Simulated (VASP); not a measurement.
# Nb in VASP: further runs

Runs on Nb. Level: PBEsol. Tasks: single point.

All numbers are computed with VASP 6.6.1; they aren't measurements. Logs are shortened: lines on timing, memory, paths and dates and some standing lists are left out, and cuts for length are marked.

### Step 1. The cell of the first run

Symmetry: Im-3m, No. 229, cubic system. The conventional cell has a = 3.393 Å, b = 3.393 Å, c = 3.393 Å, α = 90.00°, β = 90.00°, γ = 90.00°. Nb (site symmetry m-3m) has 14 Nb at 2.94 to 3.39 Å within 3.9 Å.

### Step 2. Single point, PBEsol (volume scaled by 1.06)

The input, INCAR:

```
SYSTEM = Nb
PREC = Accurate
ENCUT = 500
EDIFF = 1E-6
ISMEAR = -1
SIGMA = 0.05
LREAL = .FALSE.
LASPH = .TRUE.
NELM = 120
ALGO = Normal
ISIF = 2
LWAVE = .FALSE.
LCHARG = .FALSE.
GGA = PS
NBANDS = 12
GGA_COMPAT = .FALSE.
```

The input, KPOINTS:

```
Automatic mesh
0
G
  11 11 11
  0 0 0
```

The input, POSCAR:

```
Nb
1.0
   -1.6965847559      1.6965847559      1.6965847559
    1.6965847559     -1.6965847559      1.6965847559
    1.6965847559      1.6965847559     -1.6965847559
Nb
1
Direct
    0.0000000000      0.0000000000      0.0000000000
```

Potentials or basis: VASP PAW PBE potentials, release 64 (Nb_sv).

Started as:

```
$ cat potpaw_PBE.64/Nb_sv/POTCAR > POTCAR
$ mpirun -np 1 vasp_std > vasp.out
```

OUTCAR:

```text
SYSTEM = Nb
   PREC = Accurate
   ENCUT = 500
   EDIFF = 1E-6
   ISMEAR = -1
   LREAL = .FALSE.
   LASPH = .TRUE.
   NELM = 120
   ISIF = 2
   GGA = PS

 ion  position               nearest neighbor table
   1  0.000  0.000  0.000-

  LATTYP: Found a body centered cubic cell.
 ALAT       =     3.3931695118

  Lattice vectors:

 A1 = (  -1.6965847559,   1.6965847559,   1.6965847559)
 A2 = (   1.6965847559,  -1.6965847559,   1.6965847559)
 A3 = (   1.6965847559,   1.6965847559,  -1.6965847559)

Analysis of symmetry for initial positions (statically):
=====================================================================
 Subroutine PRICEL returns:
 Original cell was already a primitive cell.

 Routine SETGRP: Setting up the symmetry group for a
 body centered cubic supercell.

 Subroutine GETGRP returns: Found 48 space group operations
 (whereof 48 operations were pure point group operations)
 out of a pool of 48 trial point group operations.

The static configuration has the point symmetry O_h .

Analysis of symmetry for dynamics (positions and initial velocities):
=====================================================================
 Subroutine PRICEL returns:
 Original cell was already a primitive cell.

 Routine SETGRP: Setting up the symmetry group for a
 body centered cubic supercell.

 Subroutine GETGRP returns: Found 48 space group operations
 (whereof 48 operations were pure point group operations)
 out of a pool of 48 trial point group operations.

The dynamic configuration has the point symmetry O_h .

 Subroutine INISYM returns: Found 48 space group operations
 (whereof 48 operations are pure point group operations),
 and found     1 'primitive' translations

----------------------------------------------------------------------------------------

                                     Primitive cell

  volume of cell :      19.5338

  direct lattice vectors                    reciprocal lattice vectors
    -1.696584756  1.696584756  1.696584756     0.000000000  0.294709709  0.294709709
     1.696584756 -1.696584756  1.696584756     0.294709709  0.000000000  0.294709709
     1.696584756  1.696584756 -1.696584756     0.294709709  0.294709709  0.000000000

  length of vectors
     2.938570997  2.938570997  2.938570997     0.416782468  0.416782468  0.416782468

  position of ions in fractional coordinates (direct lattice)
[... 82 lines left out ...]
   NFREE  =      0    steps in history (QN), initial steepest desc. (CG)
   ISIF   =      2    stress and relaxation
   ISYM   =      2    0-nonsym 1-usesym 2-fastsym
   POTIM  = 0.5000    time-step for ionic-motion
   TEBEG  =    0.0;   TEEND  =   0.0 temperature during run
   PSTRESS=    0.0 pullay stress
   NELECT =      13.0000    total number of electrons
   NUPDOWN=      -1.0000    fix difference up-down
   EMIN   =  10.00;   EMAX   =-10.00  energy-range for DOS
   EFERMI =   0.00;   METHOD = LEGACY
   ISMEAR =    -1;   SIGMA  =   0.05  broadening in eV -4-tet -1-fermi 0-gaus
   EFERMI_NEDOS =   21; number of points for ismear=-14 and -15
   IALGO  =     38    algorithm
   IMIX   =      4    mixing-type and parameters
     AMIX     =   0.40;   BMIX     =  1.00
     AMIX_MAG =   1.60;   BMIX_MAG =  1.00
  volume/ion in A,a.u.               =      19.53       131.82
  Fermi-wavevector in a.u.,A,eV,Ry     =   1.429312  2.701008 27.795790  2.042933
  Thomas-Fermi vector in A             =   2.549279
   LORBIT       =      0    0 simple, 1 ext, 2 COOP (PROOUT), +10 PAW based schemes
   GGA     = PS    functional components
   LHFCALC =     F    Hartree Fock is set to
   AEXX    =    0.0000 exact exchange contribution
   IVDW    =     0    specifies the selected vdW correction
   LEPSILON=     F    determine dielectric tensor
   LRPA    =     F    only Hartree local field effects (RPA)
 non-spin polarized calculation
  energy-cutoff  :      500.00
  volume of cell :       19.53
 maximum number of plane-waves:       531
 NGX is ok and might be reduce to    24
   NGX = 11   NGY = 11   NGZ = 11

 number of electron      13.0000001 magnetization

 Free energy of the ion-electron system (eV)
  ---------------------------------------------------
  ext. energy  EPLUGINS =         0.00000000
  ---------------------------------------------------
  free energy    TOTEN  =       -10.84279252 eV

  energy without entropy =      -10.82871952  energy(sigma->0) =      -10.83575602

 E-fermi :   9.9265     XC(G=0): -12.2157

 val. band max:        9.9119075029   @ k =   0.0909   0.0909   0.0000
 cond. band min:       9.9313598387   @ k =  -0.3636   0.3636   0.1818
 fundamental gap:      0.0194523358
 Fermi energy:         9.9265412166

 k-point     1 :       0.0000    0.0000    0.0000
  band No.  band energies     occupation
      1     -44.4486      2.00000
      2     -19.9163      2.00000
      3     -19.9163      2.00000
      4     -19.9163      2.00000
      5       4.1464      2.00000
      6      10.3269      0.00067
      7      10.3269      0.00067
      8      10.3269      0.00067
      9      12.9736      0.00000
     10      12.9736      0.00000
     11      23.9314      0.00000
     12      23.9314      0.00000
[... 331 lines left out ...]
 k-point    24 :       0.3636    0.1818    0.0909
  band No.  band energies     occupation
      1     -44.2617      2.00000
      2     -20.7878      2.00000
      3     -20.3952      2.00000
      4     -20.0894      2.00000
      5       7.7375      2.00000
      6       8.5342      2.00000
      7      10.1380      0.02873
      8      13.2948      0.00000
      9      13.6544      0.00000
     10      18.2223      0.00000
     11      19.4199      0.00000
     12      21.9260      0.00000

 [... further k-points ...]

------------------------ aborting loop because EDIFF is reached ----------------------------------------

  FORCE on cell =-STRESS in cart. coord.  units (eV):
  Direction    XX          YY          ZZ          XY          YZ          ZX
  --------------------------------------------------------------------------------------
  -------------------------------------------------------------------------------------
  Total       -1.9735345     -1.9735345     -1.9735345      0.0000000     -0.0000000      0.0000000
  in kB     -161.8708458   -161.8708458   -161.8708458      0.0000000     -0.0000000      0.0000000
  external PRESSURE =    -161.8708458 kB  Pullay stress =       0.0000000 kB

 VOLUME and BASIS-vectors are now :
 -----------------------------------------------------------------------------
  energy-cutoff  :      500.00
  volume of cell :       19.53
      direct lattice vectors                 reciprocal lattice vectors
    -1.696584756  1.696584756  1.696584756     0.000000000  0.294709709  0.294709709
     1.696584756 -1.696584756  1.696584756     0.294709709  0.000000000  0.294709709
     1.696584756  1.696584756 -1.696584756     0.294709709  0.294709709  0.000000000

 POSITION                                       TOTAL-FORCE (eV/Angst)
 -----------------------------------------------------------------------------------
      0.00000      0.00000      0.00000         0.000000     -0.000000      0.000000
 -----------------------------------------------------------------------------------
    total drift:                               -0.000000      0.000000      0.000000

  FREE ENERGIE OF THE ION-ELECTRON SYSTEM (eV)
  ---------------------------------------------------
  free  energy   TOTEN  =       -10.8427925175 eV

  energy  without entropy=      -10.8287195197  energy(sigma->0) =      -10.83575602
```

OSZICAR:

```text
N       E                     dE             d eps       ncg     rms          rms(c)
DAV:   1     0.110208803395E+03    0.11021E+03   -0.70368E+03  1352   0.103E+03
DAV:   2    -0.670882359071E+01   -0.11692E+03   -0.11233E+03  1480   0.375E+02
DAV:   3    -0.111727873747E+02   -0.44640E+01   -0.42930E+01  1952   0.633E+01
DAV:   4    -0.114226713577E+02   -0.24988E+00   -0.24855E+00  1872   0.139E+01
DAV:   5    -0.114319414283E+02   -0.92701E-02   -0.92677E-02  1984   0.225E+00    0.661E+00
DAV:   6    -0.109050240856E+02    0.52692E+00   -0.76206E-01  2140   0.106E+01    0.222E+00
DAV:   7    -0.108398985786E+02    0.65126E-01   -0.20243E-01  2220   0.536E+00    0.989E-01
DAV:   8    -0.108427632803E+02   -0.28647E-02   -0.12159E-02  1584   0.142E+00    0.707E-02
DAV:   9    -0.108427841176E+02   -0.20837E-04   -0.10019E-03  2316   0.350E-01    0.292E-02
DAV:  10    -0.108427953779E+02   -0.11260E-04   -0.14594E-05  1604   0.474E-02    0.933E-03
DAV:  11    -0.108427925852E+02    0.27927E-05   -0.39390E-06  1700   0.308E-02    0.240E-03
DAV:  12    -0.108427925175E+02    0.67674E-07   -0.19469E-07   900   0.706E-03
   1 F= -.10842793E+02 E0= -.10835756E+02  d E =-.140730E-01
```

Wall time 7.8 s (1 thread of AMD EPYC 9R45 (Zen 5), shared host); peak memory 0.11 GiB.

What came out:

```
Free energy : -10.8428 eV
Pressure    : -16.2 GPa
```

Caveat: the PAW data sets were made with another functional, which shifts forces and pressure a little.

### Step 3. Single point, PBEsol (the cell strained at random)

The input, INCAR:

```
SYSTEM = Nb
ALGO = Normal
EDIFF = 1E-6
ENCUT = 500
GGA = PS
GGA_COMPAT = .FALSE.
ISIF = 2
ISMEAR = -1
LASPH = .TRUE.
LCHARG = .FALSE.
LREAL = .FALSE.
LWAVE = .FALSE.
NBANDS = 12
NELM = 120
PREC = Accurate
SIGMA = 0.05
```

The input, KPOINTS:

```
k-points
0
G
  11 11 11
  0 0 0
```

The input, POSCAR:

```
Nb
1.0
   -1.6548140000      1.6618910000      1.6630990000
    1.6118880000     -1.6697760000      1.6280580000
    1.7028480000      1.7178090000     -1.6709840000
Nb
1
Direct
   -0.0028920000     -0.0076530000      0.0052760000
```

Potentials or basis: VASP PAW PBE potentials, release 64 (Nb_sv).

Started as:

```
$ cat potpaw_PBE.64/Nb_sv/POTCAR > POTCAR
$ mpirun -np 1 vasp_std > vasp.out
```

OUTCAR:

```text
SYSTEM = Nb
   EDIFF = 1E-6
   ENCUT = 500
   GGA = PS
   ISIF = 2
   ISMEAR = -1
   LASPH = .TRUE.
   LREAL = .FALSE.
   NELM = 120
   PREC = Accurate

 ion  position               nearest neighbor table
   1  0.997  0.992  0.005-

  LATTYP: Found a triclinic cell.
 ALAT       =     2.8816907679
 B/A-ratio  =     1.5999531274
 C/A-ratio  =     0.9977122386
 COS(alpha) =     0.0041200201
 COS(beta)  =     0.3366692612
 COS(gamma) =     0.8100333618

  Lattice vectors:

 A1 = (  -1.6599220000,  -1.7099240000,  -1.6201730000)
 A2 = (  -3.2718100000,  -0.0401480000,  -3.2482310000)
 A3 = (   1.6548140000,  -1.6618910000,  -1.6630990000)

Analysis of symmetry for initial positions (statically):
=====================================================================
 Subroutine PRICEL returns:
 Original cell was already a primitive cell.

 Routine SETGRP: Setting up the symmetry group for a
 triclinic supercell.

 Subroutine GETGRP returns: Found  2 space group operations
 (whereof  1 operations were pure point group operations)
 out of a pool of  2 trial point group operations.

The static configuration has the point symmetry C_1 .
 The point group associated with its full space group is S_2 .

Analysis of symmetry for dynamics (positions and initial velocities):
=====================================================================
 Subroutine PRICEL returns:
 Original cell was already a primitive cell.

 Routine SETGRP: Setting up the symmetry group for a
 triclinic supercell.

 Subroutine GETGRP returns: Found  2 space group operations
 (whereof  1 operations were pure point group operations)
 out of a pool of  2 trial point group operations.

The dynamic configuration has the point symmetry C_1 .
 The point group associated with its full space group is S_2 .

 Subroutine INISYM returns: Found  2 space group operations
 (whereof  1 operations are pure point group operations),
 and found     1 'primitive' translations

----------------------------------------------------------------------------------------

                                     Primitive cell

  volume of cell :      18.4281

  direct lattice vectors                    reciprocal lattice vectors
    -1.654814000  1.661891000  1.663099000    -0.000354008  0.296599812  0.304550495
     1.611888000 -1.669776000  1.628058000     0.305722035 -0.003626909  0.307823305
     1.702848000  1.717809000 -1.670984000     0.297515987  0.291666486  0.004579229

  length of vectors
     2.875098147  2.834944032  2.939854860     0.425114782  0.433859775  0.416660618

  position of ions in fractional coordinates (direct lattice)
     0.997108000  0.992347000  0.005276000

  ion indices of the primitive-cell ions
   primitive index   ion index
                 1           1

----------------------------------------------------------------------------------------

 KPOINTS: k-points

Automatic generation of k-mesh.
 Grid dimensions read from file:
 generate k-points for:   11   11   11

 Generating k-lattice:

  Cartesian coordinates                     Fractional coordinates (reciprocal lattice)
    -0.000032183  0.026963619  0.027686409     0.090909091  0.000000000 -0.000000000
[... 38 lines left out ...]
  0.454545  0.181818  0.000000      2.000000
 -0.454545  0.181818  0.000000      2.000000
 [... further k-points ...]
   k-points           NKPTS =    666   k-points in BZ     NKDIM =    666   number of bands    NBANDS=     12
   number of dos      NEDOS =    301   number of ions     NIONS =      1
   total plane-waves  NPLWV =  13824
   dimension x,y,z NGX =    24 NGY =   24 NGZ =   24
   dimension x,y,z NGXF=    48 NGYF=   48 NGZF=   48
   ions per type =               1
   NGX,Y,Z   is equivalent  to a cutoff of  13.88, 14.07, 13.57 a.u.
   NGXF,Y,Z  is equivalent  to a cutoff of  27.75, 28.15, 27.14 a.u.
 SYSTEM =  Nb
   PREC   = accura    normal or accurate (medium, high low for compatibility)
   ISTART =      0    job   : 0-new  1-cont  2-samecut
   ICHARG =      2    charge: 1-file 2-atom 10-const
   ISPIN  =      1    spin polarized calculation?
   LNONCOLLINEAR =      F non collinear calculations
   LSORBIT =      F    spin-orbit coupling
   LASPH  =      T    aspherical Exc in radial PAW
   ENCUT  =  500.0 eV  36.75 Ry    6.06 a.u.   5.24  5.17  5.36*2*pi/ulx,y,z
   NELM   =    120;   NELMIN=  2; NELMDL= -5     # of ELM steps
   EDIFF  = 0.1E-05   stopping-criterion for ELM
   LREAL  =      F    real-space projection
   EDIFFG = 0.1E-04   stopping-criterion for IOM
   NSW    =      0    number of steps for IOM
   IBRION =     -1    ionic relax: 0-MD 1-quasi-New 2-CG
   NFREE  =      0    steps in history (QN), initial steepest desc. (CG)
   ISIF   =      2    stress and relaxation
   ISYM   =      2    0-nonsym 1-usesym 2-fastsym
   POTIM  = 0.5000    time-step for ionic-motion
   TEBEG  =    0.0;   TEEND  =   0.0 temperature during run
   PSTRESS=    0.0 pullay stress
   NELECT =      13.0000    total number of electrons
   NUPDOWN=      -1.0000    fix difference up-down
   EMIN   =  10.00;   EMAX   =-10.00  energy-range for DOS
   EFERMI =   0.00;   METHOD = LEGACY
   ISMEAR =    -1;   SIGMA  =   0.05  broadening in eV -4-tet -1-fermi 0-gaus
   EFERMI_NEDOS =   21; number of points for ismear=-14 and -15
   IALGO  =     38    algorithm
   IMIX   =      4    mixing-type and parameters
     AMIX     =   0.40;   BMIX     =  1.00
     AMIX_MAG =   1.60;   BMIX_MAG =  1.00
  volume/ion in A,a.u.               =      18.43       124.36
  Fermi-wavevector in a.u.,A,eV,Ry     =   1.457345  2.753982 28.896789  2.123854
  Thomas-Fermi vector in A             =   2.574157
   LORBIT       =      0    0 simple, 1 ext, 2 COOP (PROOUT), +10 PAW based schemes
   GGA     = PS    functional components
   LHFCALC =     F    Hartree Fock is set to
   AEXX    =    0.0000 exact exchange contribution
   IVDW    =     0    specifies the selected vdW correction
   LEPSILON=     F    determine dielectric tensor
   LRPA    =     F    only Hartree local field effects (RPA)
 non-spin polarized calculation
  energy-cutoff  :      500.00
  volume of cell :       18.43
 maximum number of plane-waves:       479
 NGX is ok and might be reduce to    24
   NGX = 11   NGY = 11   NGZ = 11

 number of electron      13.0000000 magnetization

 Free energy of the ion-electron system (eV)
  ---------------------------------------------------
  ext. energy  EPLUGINS =         0.00000000
  ---------------------------------------------------
  free energy    TOTEN  =       -10.92323906 eV

  energy without entropy =      -10.90894363  energy(sigma->0) =      -10.91609134

 E-fermi :  10.7017     XC(G=0): -12.5108

 val. band max:       10.6995750798   @ k =  -0.3636   0.2727   0.0909
 cond. band min:      10.7040342525   @ k =   0.0000  -0.0000   0.0909
 fundamental gap:      0.0044591727
 Fermi energy:        10.7017190141

 k-point     1 :       0.0000    0.0000    0.0000
  band No.  band energies     occupation
      1     -43.5768      2.00000
      2     -19.0018      2.00000
      3     -18.9330      2.00000
      4     -18.8755      2.00000
      5       4.8011      2.00000
      6      10.7965      0.26107
      7      11.0521      0.00181
      8      11.4215      0.00000
      9      13.7835      0.00000
     10      14.1270      0.00000
     11      24.5041      0.00000
     12      24.8737      0.00000
[... 331 lines left out ...]
 k-point    24 :      -0.4545    0.1818    0.0000
  band No.  band energies     occupation
      1     -43.3623      2.00000
      2     -19.9651      2.00000
      3     -19.3582      2.00000
      4     -19.1016      2.00000
      5       8.0572      2.00000
      6       9.5679      2.00000
      7      10.4423      1.98890
      8      13.3008      0.00000
      9      14.4161      0.00000
     10      16.9723      0.00000
     11      23.3820      0.00000
     12      25.0923      0.00000

 [... further k-points ...]

------------------------ aborting loop because EDIFF is reached ----------------------------------------

  FORCE on cell =-STRESS in cart. coord.  units (eV):
  Direction    XX          YY          ZZ          XY          YZ          ZX
  --------------------------------------------------------------------------------------
  -------------------------------------------------------------------------------------
  Total       -0.8994624     -1.1112224     -0.8250754     -0.0754874      0.0235487      0.0451972
  in kB      -78.2010866    -96.6119240    -71.7337298     -6.5630277      2.0473717      3.9295376
  external PRESSURE =     -82.1822468 kB  Pullay stress =       0.0000000 kB

 VOLUME and BASIS-vectors are now :
 -----------------------------------------------------------------------------
  energy-cutoff  :      500.00
  volume of cell :       18.43
      direct lattice vectors                 reciprocal lattice vectors
    -1.654814000  1.661891000  1.663099000    -0.000354008  0.296599812  0.304550495
     1.611888000 -1.669776000  1.628058000     0.305722035 -0.003626909  0.307823305
     1.702848000  1.717809000 -1.670984000     0.297515987  0.291666486  0.004579229

 POSITION                                       TOTAL-FORCE (eV/Angst)
 -----------------------------------------------------------------------------------
     -0.04149      0.00915      3.26507         0.000000      0.000000      0.000000
 -----------------------------------------------------------------------------------
    total drift:                               -0.000004     -0.000001     -0.000000

  FREE ENERGIE OF THE ION-ELECTRON SYSTEM (eV)
  ---------------------------------------------------
  free  energy   TOTEN  =       -10.9232390564 eV

  energy  without entropy=      -10.9089436335  energy(sigma->0) =      -10.91609134
```

stdout:

```text
POSCAR found type information on POSCAR Nb
 POSCAR found :  1 types and       1 ions
 scaLAPACK will be used
 -----------------------------------------------------------------------------
|                                                                             |
|                                                                             |
|     You enforced a specific xc type in the INCAR file but a different       |
|     I HOPE YOU KNOW WHAT YOU ARE DOING!                                     |
|                                                                             |
 -----------------------------------------------------------------------------

 LDA part: xc-table for (Slater+PW92), standard interpolation
 POSCAR, INCAR and KPOINTS ok, starting setup
 FFT: planning ... GRIDC
 FFT: planning ... GRID_SOFT
 FFT: planning ... GRID
 WAVECAR not read
 entering main loop
```

It took 77 s on 1 thread of AMD EPYC 9R45 (Zen 5), shared host; peak memory 0.22 GiB.

What came out:

- Free energy: -10.9232 eV
- Pressure: -8.2 GPa

Caveat: the cell differs from its parent crystal (the cell strained at random); the PAW data sets were made with another functional, which shifts forces and pressure a little.
